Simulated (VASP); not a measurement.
# Sn5PbSe6 (Pmmm) in VASP: single point with PBE

Aim: the single point of Sn5PbSe6 with PBE.

Program: VASP 6.6.1. These are calculated values, not measurements. Logs are shortened: lines on timing, memory, paths and dates and some standing lists are left out, and cuts for length are marked.

### Step 1. The cell of the first run

It takes space group Pmmm (No. 47, orthorhombic). The conventional cell has a = 4.305 Å, b = 6.089 Å, c = 12.917 Å, α = 90.00°, β = 90.00°, γ = 90.00°. Within 4.0 Å of Sn (site symmetry mm2) lie 6 Se at 3.04 to 3.05 Å. Within 4.0 Å of Sn (site symmetry mm2) lie 6 Se at 3.01 to 3.04 Å. Sn (site symmetry mmm) has 6 Se at 3.04 Å within 4.0 Å. Within 4.0 Å of Pb (site symmetry mmm) lie 6 Se at 3.04 to 3.09 Å. Se (site symmetry mm2) has 4 Sn at 3.01 to 3.05 Å and 2 Pb at 3.09 Å within 4.0 Å. Se (site symmetry mmm) has 2 Pb at 3.04 Å and 4 Sn at 3.05 Å within 4.0 Å. Se (site symmetry mm2) has 6 Sn at 3.04 Å within 4.0 Å. Se (site symmetry mmm) has 6 Sn at 3.03 to 3.04 Å within 4.0 Å.

### Step 2. Single point, PBE

File INCAR:

```
SYSTEM = Sn5PbSe6
PREC = Accurate
ENCUT = 500
EDIFF = 1E-6
ISMEAR = 0
SIGMA = 0.01
LREAL = .False.
LASPH = .True.
NELM = 120
ALGO = Normal
ISIF = 2
LWAVE = .False.
LCHARG = .True.
GGA = PE
LVHAR = .True.
NBANDS = 72
GGA_COMPAT = .False.
KPAR = 4
```

File KPOINTS:

```
regular mesh
0
Gamma
  8 6 4
  0 0 0
```

File POSCAR:

```
Sn5PbSe6
1.0
    4.3048164949      0.0000000000      0.0000000000
    0.0000000000      6.0892622074      0.0000000000
    0.0000000000      0.0000000000     12.9173210832
Sn Pb Se
5 1 6
Direct
    0.0000000000      0.0000000000      0.8322847164
    0.0000000000      0.0000000000      0.1677152836
    0.5000000000      0.5000000000      0.3353552511
    0.0000000000      0.0000000000      0.5000000000
    0.5000000000      0.5000000000      0.6646447489
    0.5000000000      0.5000000000      0.0000000000
    0.0000000000      0.5000000000      0.8279697212
    0.5000000000      0.0000000000      0.0000000000
    0.0000000000      0.5000000000      0.1720302788
    0.5000000000      0.0000000000      0.3337533985
    0.0000000000      0.5000000000      0.5000000000
    0.5000000000      0.0000000000      0.6662466015
```

Potentials or basis: VASP PAW PBE potentials, release 64 (Sn_d, Pb_d, Se).

Launch:

```bash
$ cat potpaw_PBE.64/Sn_d/POTCAR potpaw_PBE.64/Pb_d/POTCAR potpaw_PBE.64/Se/POTCAR > POTCAR
$ mpirun -np 4 vasp_std > vasp.out
```

OUTCAR:

```text
SYSTEM = Sn5PbSe6
   PREC = Accurate
   ENCUT = 500
   EDIFF = 1E-6
   ISMEAR = 0
   LREAL = .False.
   LASPH = .True.
   NELM = 120
   ISIF = 2
   GGA = PE

 ion  position               nearest neighbor table
   1  0.000  0.000  0.832-  12 3.04  12 3.04   7 3.05   7 3.05   8 3.05   8 3.05
   2  0.000  0.000  0.168-  10 3.04  10 3.04   9 3.05   9 3.05   8 3.05   8 3.05
   3  0.500  0.500  0.335-   9 3.01   9 3.01  11 3.03  11 3.03  10 3.04  10 3.04
   4  0.000  0.000  0.500-  10 3.04  12 3.04  10 3.04  12 3.04  11 3.04  11 3.04
   5  0.500  0.500  0.665-   7 3.01   7 3.01  11 3.03  11 3.03  12 3.04  12 3.04
   6  0.500  0.500  0.000-   8 3.04   8 3.04   9 3.09   7 3.09   7 3.09   9 3.09
   7  0.000  0.500  0.828-   5 3.01   5 3.01   1 3.05   1 3.05   6 3.09   6 3.09
   8  0.500  0.000  0.000-   6 3.04   6 3.04   1 3.05   2 3.05   1 3.05   2 3.05
   9  0.000  0.500  0.172-   3 3.01   3 3.01   2 3.05   2 3.05   6 3.09   6 3.09
  10  0.500  0.000  0.334-   2 3.04   2 3.04   4 3.04   4 3.04   3 3.04   3 3.04
  11  0.000  0.500  0.500-   3 3.03   5 3.03   3 3.03   5 3.03   4 3.04   4 3.04
  12  0.500  0.000  0.666-   1 3.04   1 3.04   4 3.04   4 3.04   5 3.04   5 3.04

  LATTYP: Found a simple orthorhombic cell.
 ALAT       =     4.3048164949
 B/A-ratio  =     1.4145230615
 C/A-ratio  =     3.0006670664

  Lattice vectors:

 A1 = (   4.3048164949,   0.0000000000,   0.0000000000)
 A2 = (   0.0000000000,   6.0892622074,   0.0000000000)
 A3 = (   0.0000000000,   0.0000000000,  12.9173210832)

Analysis of symmetry for initial positions (statically):
=====================================================================
 Subroutine PRICEL returns:
 Original cell was already a primitive cell.

 Routine SETGRP: Setting up the symmetry group for a
 simple orthorhombic supercell.

 Subroutine GETGRP returns: Found  8 space group operations
 (whereof  8 operations were pure point group operations)
 out of a pool of  8 trial point group operations.

The static configuration has the point symmetry D_2h.

Analysis of symmetry for dynamics (positions and initial velocities):
=====================================================================
 Subroutine PRICEL returns:
 Original cell was already a primitive cell.

 Routine SETGRP: Setting up the symmetry group for a
 simple orthorhombic supercell.

 Subroutine GETGRP returns: Found  8 space group operations
 (whereof  8 operations were pure point group operations)
 out of a pool of  8 trial point group operations.

The dynamic configuration has the point symmetry D_2h.

[... 132 lines left out ...]
   EFERMI =   0.00;   METHOD = LEGACY
   ISMEAR =     0;   SIGMA  =   0.01  broadening in eV -4-tet -1-fermi 0-gaus
   EFERMI_NEDOS =   21; number of points for ismear=-14 and -15
   IALGO  =     38    algorithm
   IMIX   =      4    mixing-type and parameters
     AMIX     =   0.40;   BMIX     =  1.00
     AMIX_MAG =   1.60;   BMIX_MAG =  1.00
  volume/ion in A,a.u.               =      28.22       190.42
  Fermi-wavevector in a.u.,A,eV,Ry     =   1.158523  2.189291 18.261406  1.342176
  Thomas-Fermi vector in A             =   2.295124
   LORBIT       =      0    0 simple, 1 ext, 2 COOP (PROOUT), +10 PAW based schemes
   GGA     = PE    functional components
   LHFCALC =     F    Hartree Fock is set to
   AEXX    =    0.0000 exact exchange contribution
   IVDW    =     0    specifies the selected vdW correction
   LEPSILON=     F    determine dielectric tensor
   LRPA    =     F    only Hartree local field effects (RPA)
 non-spin polarized calculation
 Gauss-broadening in eV      SIGMA  =   0.01
  energy-cutoff  :      500.00
  volume of cell :      338.60
 maximum number of plane-waves:      8636
 NGX is ok and might be reduce to    32
   NGX = 15   NGY = 23   NGZ = 47

 number of electron     120.0000043 magnetization

 Free energy of the ion-electron system (eV)
  ---------------------------------------------------
  ext. energy  EPLUGINS =         0.00000000
  ---------------------------------------------------
  free energy    TOTEN  =       -49.25074081 eV

  energy without entropy =      -49.25074081  energy(sigma->0) =      -49.25074081

 E-fermi :   5.3751     XC(G=0):  -9.4696

 val. band max:        5.2914914386   @ k =   0.0000   0.5000   0.5000
 cond. band min:       5.5330551982   @ k =   0.0000   0.5000   0.5000
 fundamental gap:      0.2415637596
 Fermi energy:         5.3750718057

 k-point     1 :       0.0000    0.0000    0.0000
  band No.  band energies     occupation
      1     -16.3803      2.00000
      2     -16.3714      2.00000
      3     -16.3700      2.00000
      4     -16.3688      2.00000
      5     -16.3666      2.00000
      6     -16.3655      2.00000
[... 1789 lines left out ...]
     71       9.1752      0.00000
     72       9.4706      0.00000

 [... further k-points ...]

------------------------ aborting loop because EDIFF is reached ----------------------------------------

  FORCE on cell =-STRESS in cart. coord.  units (eV):
  Direction    XX          YY          ZZ          XY          YZ          ZX
  --------------------------------------------------------------------------------------
  -------------------------------------------------------------------------------------
  Total       -0.0787828     -0.0037458     -0.0557756     -0.0000000      0.0000000      0.0000000
  in kB       -0.3727781     -0.0177243     -0.2639145     -0.0000000      0.0000000      0.0000000
  external PRESSURE =      -0.2181389 kB  Pullay stress =       0.0000000 kB

 VOLUME and BASIS-vectors are now :
 -----------------------------------------------------------------------------
  energy-cutoff  :      500.00
  volume of cell :      338.60
      direct lattice vectors                 reciprocal lattice vectors
     4.304816495  0.000000000  0.000000000     0.232297939  0.000000000  0.000000000
     0.000000000  6.089262207  0.000000000     0.000000000  0.164223508  0.000000000
     0.000000000  0.000000000 12.917321083     0.000000000  0.000000000  0.077415433

 POSITION                                       TOTAL-FORCE (eV/Angst)
 -----------------------------------------------------------------------------------
      0.00000      0.00000     10.75089        -0.000000      0.000000     -0.004567
      0.00000      0.00000      2.16643         0.000000     -0.000000      0.004567
      2.15241      3.04463      4.33189        -0.000000      0.000000     -0.004580
      0.00000      0.00000      6.45866        -0.000000      0.000000      0.000000
      2.15241      3.04463      8.58543        -0.000000      0.000000      0.004580
      2.15241      3.04463      0.00000        -0.000000      0.000000      0.000000
      0.00000      3.04463     10.69515        -0.000000      0.000000      0.003789
      2.15241      0.00000      0.00000        -0.000000      0.000000      0.000000
      0.00000      3.04463      2.22217        -0.000000      0.000000     -0.003789
      2.15241      0.00000      4.31120        -0.000000      0.000000     -0.006419
      0.00000      3.04463      6.45866        -0.000000      0.000000      0.000000
      2.15241      0.00000      8.60612        -0.000000      0.000000      0.006419
 -----------------------------------------------------------------------------------
    total drift:                                0.000000     -0.000000      0.000000

  FREE ENERGIE OF THE ION-ELECTRON SYSTEM (eV)
  ---------------------------------------------------
  free  energy   TOTEN  =       -49.2507408103 eV

  energy  without entropy=      -49.2507408103  energy(sigma->0) =      -49.25074081
```

OSZICAR:

```text
N       E                     dE             d eps       ncg     rms          rms(c)
DAV:   1     0.143209488586E+04    0.14321E+04   -0.52388E+04  9176   0.201E+03
DAV:   2     0.229095606037E+03   -0.12030E+04   -0.11730E+04  8664   0.617E+02
DAV:   3    -0.263460461373E+02   -0.25544E+03   -0.24651E+03 10088   0.232E+02
DAV:   4    -0.494803110371E+02   -0.23134E+02   -0.22684E+02 10256   0.672E+01
DAV:   5    -0.505280845197E+02   -0.10478E+01   -0.10429E+01 11488   0.152E+01    0.719E+00
DAV:   6    -0.492290088890E+02    0.12991E+01   -0.33547E+00 11208   0.650E+00    0.427E+00
DAV:   7    -0.492456542965E+02   -0.16645E-01   -0.10357E+00 12064   0.275E+00    0.180E+00
DAV:   8    -0.492507539833E+02   -0.50997E-02   -0.12696E-01 10824   0.169E+00    0.372E-01
DAV:   9    -0.492501465130E+02    0.60747E-03   -0.18359E-02 10840   0.591E-01    0.118E-01
DAV:  10    -0.492505805277E+02   -0.43401E-03   -0.18305E-03 12024   0.164E-01    0.587E-02
DAV:  11    -0.492507362871E+02   -0.15576E-03   -0.29583E-04 10592   0.681E-02    0.124E-02
DAV:  12    -0.492507401079E+02   -0.38208E-05   -0.21611E-05 11272   0.235E-02    0.486E-03
DAV:  13    -0.492507408103E+02   -0.70243E-06   -0.33239E-06  8208   0.954E-03
   1 F= -.49250741E+02 E0= -.49250741E+02  d E =-.137251E-34
```

It took 4.6 min on 4 MPI ranks of Intel Xeon Platinum 8559C (Emerald Rapids), shared host; peak memory 1.1 GiB.

What came out:

| Quantity | Value |
| --- | --- |
| Free energy | -49.2507 eV |
| Pressure | 0.0 GPa |
| Largest force | 0.006 eV/Å |
| Band gap on the k mesh | 0.24 eV, direct |

Forces on the atoms (eV/Å):
```
Sn   0.000  0.000 -0.005
Sn   0.000  0.000  0.005
Sn   0.000  0.000 -0.005
Sn   0.000  0.000  0.000
Sn   0.000  0.000  0.005
Pb   0.000  0.000  0.000
Se   0.000  0.000  0.004
Se   0.000  0.000  0.000
Se   0.000  0.000 -0.004
Se   0.000  0.000 -0.006
Se   0.000  0.000  0.000
Se   0.000  0.000  0.006
```

Levels at points of the mesh, in eV from the valence-band top:
| k point | band 56 | band 57 | band 58 | band 59 | band 60 | band 61 | band 62 | band 63 | band 64 | band 65 |
| --- | --- | --- | --- | --- | --- | --- | --- | --- | --- | --- |
| (0.00, 0.00, 0.00) | -1.87 | -1.76 | -1.72 | -0.58 | -0.51 | 1.19 | 1.31 | 1.83 | 1.93 | 2.42 |
| (0.50, 0.00, 0.00) | -2.78 | -2.02 | -1.97 | -0.74 | -0.65 | 1.09 | 1.15 | 1.68 | 1.79 | 3.41 |
| (0.00, 0.50, 0.00) | -1.68 | -0.78 | -0.54 | -0.50 | -0.48 | 0.70 | 0.76 | 0.76 | 0.80 | 1.91 |
| (0.50, 0.50, 0.00) | -0.89 | -0.87 | -0.85 | -0.02 | 0.00 | 0.28 | 0.43 | 1.19 | 1.19 | 1.20 |
| (0.00, 0.00, 0.50) | -1.95 | -1.59 | -1.56 | -0.76 | -0.65 | 1.08 | 1.15 | 1.68 | 1.78 | 2.95 |
| (0.50, 0.00, 0.50) | -3.14 | -1.58 | -1.39 | -1.35 | -1.28 | 1.80 | 1.82 | 1.85 | 1.93 | 3.14 |
| (0.00, 0.50, 0.50) | -1.34 | -1.32 | -1.30 | -0.01 | 0.00 | 0.24 | 0.43 | 1.22 | 1.25 | 1.28 |
| (0.50, 0.50, 0.50) | -0.86 | -0.79 | -0.69 | -0.60 | -0.59 | 0.71 | 0.72 | 0.72 | 0.83 | 1.42 |

Caveat: spin-orbit coupling is left out, which moves the levels of the heavy elements. A k mesh can miss the band edges.
